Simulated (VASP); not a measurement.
# LiHg2 (P-3m1) in VASP: relaxation of cell and atoms with PBE

Aim: the relaxation of cell and atoms of LiHg2 with PBE.

All numbers are computed with VASP 6.6.1; they aren't measurements. Logs are shortened: lines on timing, memory, paths and dates and some standing lists are left out, and cuts for length are marked.

## (1) The cell of the first run

The structure is trigonal, space group P-3m1 (No. 164). The conventional cell has a = 4.866 Å, b = 4.866 Å, c = 3.256 Å, α = 90.00°, β = 90.00°, γ = 120.00°. Within 4.0 Å of Li (site symmetry -3m) lie 12 Hg at 3.04 to 3.50 Å and 2 Li at 3.26 Å. Within 3.9 Å of Hg (site symmetry 3m) lie 8 Hg at 2.96 to 3.65 Å and 6 Li at 3.04 to 3.50 Å.

## (2) Relaxation of cell and atoms, PBE

INCAR

```
PREC = Accurate ; ENCUT = 600
EDIFF = 1E-7 ; ISMEAR = 0
SIGMA = 0.1 ; LREAL = F
LASPH = T ; NELM = 100
ALGO = Fast ; ISIF = 3
LWAVE = F ; LCHARG = F
GGA = PE ; IBRION = 2
NSW = 100 ; EDIFFG = -0.01
```

KPOINTS

```
Automatic mesh
0
Gamma
  12 12 14
```

POSCAR

```
LiHg2
1.0
    4.8655711000      0.0000000000      0.0000000000
   -2.4327856000      4.2137082000      0.0000000000
    0.0000000000      0.0000000000      3.2555180000
Li Hg
1 2
Direct
    0.0000000000      0.0000000000      0.0000000000
    0.6666667000      0.3333333000      0.6410000000
    0.3333333000      0.6666667000      0.3590000000
```

Potentials or basis: VASP PAW PBE potentials, release 64 (Li_sv, Hg).

Started as:

```bash
$ cat potpaw_PBE.64/Li_sv/POTCAR potpaw_PBE.64/Hg/POTCAR > POTCAR
$ mpirun -np 1 vasp_std > vasp.out
```

OUTCAR:

```text
PREC = Accurate
   ENCUT = 600
   EDIFF = 1E-7
   ISMEAR = 0
   LREAL = F
   LASPH = T
   NELM = 100
   ISIF = 3
   GGA = PE
   IBRION = 2
   NSW = 100
   EDIFFG = -0.01

 ion  position               nearest neighbor table
   1  0.000  0.000  0.000-   2 3.04   3 3.04   2 3.04   3 3.04   2 3.04   3 3.04
   2  0.667  0.333  0.641-   3 2.96   3 2.96   3 2.96   1 3.04   1 3.04   1 3.04   3 3.65   3 3.65
                             3 3.65
   3  0.333  0.667  0.359-   2 2.96   2 2.96   2 2.96   1 3.04   1 3.04   1 3.04   2 3.65   2 3.65
                             2 3.65

  LATTYP: Found a hexagonal cell.
 ALAT       =     4.8655711000
 C/A-ratio  =     0.6690926786

  Lattice vectors:

 A1 = (   4.8655711000,   0.0000000000,   0.0000000000)
 A2 = (  -2.4327856000,   4.2137082000,   0.0000000000)
 A3 = (   0.0000000000,   0.0000000000,   3.2555180000)

Analysis of symmetry for initial positions (statically):
=====================================================================
 Subroutine PRICEL returns:
 Original cell was already a primitive cell.

 Routine SETGRP: Setting up the symmetry group for a
 hexagonal supercell.

 Subroutine GETGRP returns: Found 12 space group operations
 (whereof 12 operations were pure point group operations)
 out of a pool of 24 trial point group operations.

The static configuration has the point symmetry D_3d.

Analysis of symmetry for dynamics (positions and initial velocities):
=====================================================================
 Subroutine PRICEL returns:
 Original cell was already a primitive cell.

 Routine SETGRP: Setting up the symmetry group for a
 hexagonal supercell.

 Subroutine GETGRP returns: Found 12 space group operations
 (whereof 12 operations were pure point group operations)
 out of a pool of 24 trial point group operations.

The dynamic configuration has the point symmetry D_3d.

 Subroutine INISYM returns: Found 12 space group operations
 (whereof 12 operations are pure point group operations),
 and found     1 'primitive' translations

----------------------------------------------------------------------------------------

                                     Primitive cell

  volume of cell :      66.7449

  direct lattice vectors                    reciprocal lattice vectors
     4.865571100  0.000000000  0.000000000     0.205525719  0.118660331  0.000000000
    -2.432785600  4.213708200  0.000000000     0.000000000  0.237320657  0.000000000
     0.000000000  0.000000000  3.255518000     0.000000000  0.000000000  0.307170779

  length of vectors
     4.865571100  4.865571145  3.255518000     0.237320660  0.237320657  0.307170779

  position of ions in fractional coordinates (direct lattice)
     0.000000000  0.000000000  0.000000000
     0.666666700  0.333333300  0.641000000
     0.333333300  0.666666700  0.359000000

  ion indices of the primitive-cell ions
   primitive index   ion index
                 1           1
                 2           2
                 3           3

----------------------------------------------------------------------------------------

 KPOINTS: Automatic mesh

Automatic generation of k-mesh.
 Grid dimensions read from file:
 generate k-points for:   12   12   14

 Generating k-lattice:

  Cartesian coordinates                     Fractional coordinates (reciprocal lattice)
     0.017127143  0.009888361  0.000000000     0.083333333  0.000000000  0.000000000
     0.000000000  0.019776721  0.000000000     0.000000000  0.083333333  0.000000000
     0.000000000  0.000000000  0.021940770     0.000000000  0.000000000  0.071428571

  Length of vectors
     0.019776722  0.019776721  0.021940770

  Shift w.r.t. Gamma in fractional coordinates (k-lattice)
     0.000000000  0.000000000  0.000000000

 Subroutine IBZKPT returns following result:
 ===========================================

 Found    224 irreducible k-points:

 Following reciprocal coordinates:
            Coordinates               Weight
  0.000000  0.000000  0.000000      1.000000
  0.083333  0.000000  0.000000      6.000000
  0.166667 -0.000000  0.000000      6.000000
  0.250000  0.000000  0.000000      6.000000
  0.333333  0.000000  0.000000      6.000000
  0.416667  0.000000  0.000000      6.000000
[... 16 lines left out ...]
  0.166667 -0.000000  0.071429      6.000000
  0.000000  0.166667  0.071429      6.000000
 [... further k-points ...]
   k-points           NKPTS =    224   k-points in BZ     NKDIM =    224   number of bands    NBANDS=     17
   number of dos      NEDOS =    301   number of ions     NIONS =      3
   total plane-waves  NPLWV =  44800
   dimension x,y,z NGX =    40 NGY =   40 NGZ =   28
   dimension x,y,z NGXF=    80 NGYF=   80 NGZF=   56
   ions per type =               1   2
   NGX,Y,Z   is equivalent  to a cutoff of  13.67, 13.67, 14.30 a.u.
   NGXF,Y,Z  is equivalent  to a cutoff of  27.33, 27.33, 28.60 a.u.
 SYSTEM =  unknown system
   PREC   = accura    normal or accurate (medium, high low for compatibility)
   ISTART =      0    job   : 0-new  1-cont  2-samecut
   ICHARG =      2    charge: 1-file 2-atom 10-const
   ISPIN  =      1    spin polarized calculation?
   LNONCOLLINEAR =      F non collinear calculations
   LSORBIT =      F    spin-orbit coupling
   LASPH  =      T    aspherical Exc in radial PAW
   ENCUT  =  600.0 eV  44.10 Ry    6.64 a.u.   9.72  9.72  6.50*2*pi/ulx,y,z
   NELM   =    100;   NELMIN=  2; NELMDL= -5     # of ELM steps
   EDIFF  = 0.1E-06   stopping-criterion for ELM
   LREAL  =      F    real-space projection
   EDIFFG = -.1E-01   stopping-criterion for IOM
   NSW    =    100    number of steps for IOM
   IBRION =      2    ionic relax: 0-MD 1-quasi-New 2-CG
   NFREE  =      1    steps in history (QN), initial steepest desc. (CG)
   ISIF   =      3    stress and relaxation
   ISYM   =      2    0-nonsym 1-usesym 2-fastsym
   POTIM  = 0.5000    time-step for ionic-motion
   TEBEG  =    0.0;   TEEND  =   0.0 temperature during run
   PSTRESS=    0.0 pullay stress
   NELECT =      27.0000    total number of electrons
   NUPDOWN=      -1.0000    fix difference up-down
   EMIN   =  10.00;   EMAX   =-10.00  energy-range for DOS
   EFERMI =   0.00;   METHOD = LEGACY
   ISMEAR =     0;   SIGMA  =   0.10  broadening in eV -4-tet -1-fermi 0-gaus
   EFERMI_NEDOS =   21; number of points for ismear=-14 and -15
   IALGO  =     68    algorithm
   IMIX   =      4    mixing-type and parameters
     AMIX     =   0.40;   BMIX     =  1.00
     AMIX_MAG =   1.60;   BMIX_MAG =  1.00
  volume/ion in A,a.u.               =      22.25       150.14
  Fermi-wavevector in a.u.,A,eV,Ry     =   1.210756  2.287997 19.945189  1.465930
  Thomas-Fermi vector in A             =   2.346293
   LORBIT       =      0    0 simple, 1 ext, 2 COOP (PROOUT), +10 PAW based schemes
   GGA     = PE    functional components
   LHFCALC =     F    Hartree Fock is set to
   AEXX    =    0.0000 exact exchange contribution
   IVDW    =     0    specifies the selected vdW correction
   LEPSILON=     F    determine dielectric tensor
   LRPA    =     F    only Hartree local field effects (RPA)
 conjugate gradient relaxation of ions
 non-spin polarized calculation
 RMM-DIIS sequential band-by-band and
 Gauss-broadening in eV      SIGMA  =   0.10
  energy-cutoff  :      600.00
  volume of cell :       66.74
 maximum number of plane-waves:      2257
 NGX is ok and might be reduce to    40
   NGX = 19   NGY = 19   NGZ = 13

--------------------------------------- Ionic step        1  -------------------------------------------

 number of electron      27.0000005 magnetization

 Free energy of the ion-electron system (eV)
  ---------------------------------------------------
  ext. energy  EPLUGINS =         0.00000000
  ---------------------------------------------------
  free energy    TOTEN  =        -2.93494067 eV

  energy without entropy =       -2.93132132  energy(sigma->0) =       -2.93313100

------------------------ aborting loop because EDIFF is reached ----------------------------------------

  FORCE on cell =-STRESS in cart. coord.  units (eV):
  Direction    XX          YY          ZZ          XY          YZ          ZX
  --------------------------------------------------------------------------------------
  -------------------------------------------------------------------------------------
  Total        0.0873455      0.0873455      0.0491954     -0.0000000      0.0000000      0.0000000
  in kB        2.0966824      2.0966824      1.1809104     -0.0000000      0.0000000      0.0000000
  external PRESSURE =       1.7914251 kB  Pullay stress =       0.0000000 kB

 VOLUME and BASIS-vectors are now :
 -----------------------------------------------------------------------------
  energy-cutoff  :      600.00
  volume of cell :       66.74
      direct lattice vectors                 reciprocal lattice vectors
     4.865571100  0.000000000  0.000000000     0.205525719  0.118660331  0.000000000
    -2.432785600  4.213708200  0.000000000     0.000000000  0.237320657  0.000000000
     0.000000000  0.000000000  3.255518000     0.000000000  0.000000000  0.307170779
[... 112 lines left out ...]
 POSITION                                       TOTAL-FORCE (eV/Angst)
 -----------------------------------------------------------------------------------
     -2.43861      4.22379     -0.00000         0.000000      0.000000     -0.000000
      2.43861      1.40793      2.09162        -0.000000      0.000000      0.010744
     -0.00000      2.81586      1.16844         0.000000     -0.000000     -0.010744
 -----------------------------------------------------------------------------------
    total drift:                               -0.000000      0.000000     -0.000000

  FREE ENERGIE OF THE ION-ELECTRON SYSTEM (eV)
  ---------------------------------------------------
  free  energy   TOTEN  =        -2.9352029414 eV

  energy  without entropy=       -2.9316696562  energy(sigma->0) =       -2.93343630

--------------------------------------- Ionic step        5  -------------------------------------------

 number of electron      27.0000006 magnetization

 Free energy of the ion-electron system (eV)
  ---------------------------------------------------
  ext. energy  EPLUGINS =         0.00000000
  ---------------------------------------------------
  free energy    TOTEN  =        -2.93525708 eV

  energy without entropy =       -2.93173632  energy(sigma->0) =       -2.93349670

 E-fermi :   2.2711     XC(G=0):  -9.7135

 val. band max:        2.2602854689   @ k =   0.3333   0.0833   0.2143
 cond. band min:       2.3006129595   @ k =   0.0000   0.0833   0.2143
 fundamental gap:      0.0403274905
 Fermi energy:         2.2711397678

 k-point     1 :       0.0000    0.0000    0.0000
  band No.  band energies     occupation
      1     -44.8428      2.00000
      2      -5.9154      2.00000
      3      -5.2898      2.00000
      4      -5.0497      2.00000
      5      -5.0497      2.00000
      6      -5.0496      2.00000
[... 9 lines left out ...]
     16       5.4401      0.00000
     17       5.4401      0.00000
[... 441 lines left out ...]
 k-point    24 :       0.0000    0.1667    0.0714
  band No.  band energies     occupation
      1     -44.8427      2.00000
      2      -5.6753      2.00000
      3      -5.2621      2.00000
      4      -5.1867      2.00000
      5      -5.1451      2.00000
      6      -5.0337      2.00000
[... 9 lines left out ...]
     16       6.5098      0.00000
     17       6.8691      0.00000

 [... further k-points ...]

------------------------ aborting loop because EDIFF is reached ----------------------------------------

  FORCE on cell =-STRESS in cart. coord.  units (eV):
  Direction    XX          YY          ZZ          XY          YZ          ZX
  --------------------------------------------------------------------------------------
  -------------------------------------------------------------------------------------
  Total       -0.0066879     -0.0066879      0.0018178      0.0000000      0.0000000      0.0000000
  in kB       -0.1595706     -0.1595706      0.0433720      0.0000000      0.0000000      0.0000000
  external PRESSURE =      -0.0919231 kB  Pullay stress =       0.0000000 kB

 VOLUME and BASIS-vectors are now :
 -----------------------------------------------------------------------------
  energy-cutoff  :      600.00
  volume of cell :       67.15
      direct lattice vectors                 reciprocal lattice vectors
     4.876708747 -0.000000000  0.000000000     0.205056330  0.118389329 -0.000000000
    -2.438354424  4.223353686 -0.000000000     0.000000000  0.236778654  0.000000000
     0.000000000 -0.000000000  3.260337517    -0.000000000  0.000000000  0.306716711

 POSITION                                       TOTAL-FORCE (eV/Angst)
 -----------------------------------------------------------------------------------
      0.00000     -0.00000      3.26034        -0.000000     -0.000000      0.000000
      2.43835      1.40778      2.09379         0.000000     -0.000000      0.009883
     -0.00000      2.81557      1.16655        -0.000000      0.000000     -0.009883
 -----------------------------------------------------------------------------------
    total drift:                               -0.000000      0.000000      0.000000

  FREE ENERGIE OF THE ION-ELECTRON SYSTEM (eV)
  ---------------------------------------------------
  free  energy   TOTEN  =        -2.9352570810 eV

  energy  without entropy=       -2.9317363215  energy(sigma->0) =       -2.93349670

 reached required accuracy - stopping structural energy minimisation
```

Run time: 37 min. Hardware: 1 thread of Intel Xeon 8259CL, shared host; peak memory 0.44 GiB.

Results:

```
Free energy                           : -2.9353 eV
Relaxed volume                        : 22.38 Å³/atom
Relaxed cell                          : a = 4.877 Å, b = 4.877 Å, c = 3.260 Å, α = 90.00°, β = 90.00°, γ = 120.00°
Space group after relaxing (to 0.1 Å) : P-3m1 (No. 164)
Energy gained by relaxing             : 0.1 meV/atom
Ionic steps                           : 5
Pressure after relaxing               : 0.0 GPa
Largest force after relaxing          : 0.010 eV/Å
Band gap on the k mesh                : zero (an odd number of electrons rules out a gap without spin polarisation)
```

Forces in eV/Å, atoms in the order of the input:
```
Li   0.000  0.000  0.000
Hg   0.000  0.000  0.010
Hg   0.000  0.000 -0.010
```

Step by step:
```csv
step,energy change (eV),largest force (eV/Å),pressure (GPa),volume (Å³)
1,0.0000,0.0151,0.18,66.74
2,-0.0002,0.0129,0.07,66.99
3,-0.0002,0.0114,-0.01,67.16
4,-0.0003,0.0107,-0.02,67.16
5,-0.0003,0.0099,-0.01,67.15
```

Final structure:
```yaml
crystal:
  lattice:
    - [4.87671, 0.00000, 0.00000]
    - [-2.43835, 4.22335, 0.00000]
    - [0.00000, 0.00000, 3.26034]
  atoms:
    - { symbol: Li, position: [0.00000, 0.00000, 0.00000] }
    - { symbol: Hg, position: [0.66667, 0.33333, 0.64220] }
    - { symbol: Hg, position: [0.33333, 0.66667, 0.35780] }
```

Levels at points of the mesh, in eV from the Fermi level:
```tsv
k point	band 10	band 11	band 12	band 13	band 14	band 15	band 16	band 17
(0.00, 0.00, 0.00)	-6.43	-6.35	-6.35	0.34	1.78	1.78	3.17	3.17
(0.50, 0.00, 0.00)	-6.38	-6.18	-5.43	-4.82	-0.74	1.45	7.92	8.56
(0.00, 0.00, 0.50)	-6.29	-6.25	-3.90	-2.78	4.01	4.18	4.18	4.59
(0.50, 0.00, 0.50)	-6.10	-6.03	-2.52	-1.73	-1.17	0.85	3.11	3.50
```

Caveat: the cutoff is under 1.25 times the usual one of these potentials, so pressure, stress and relaxed cells hold a basis-set (Pulay) error; spin-orbit coupling is left out, which moves the levels of the heavy elements.

The gap in the log of VASP goes by the Fermi energy; the results here count the filled bands.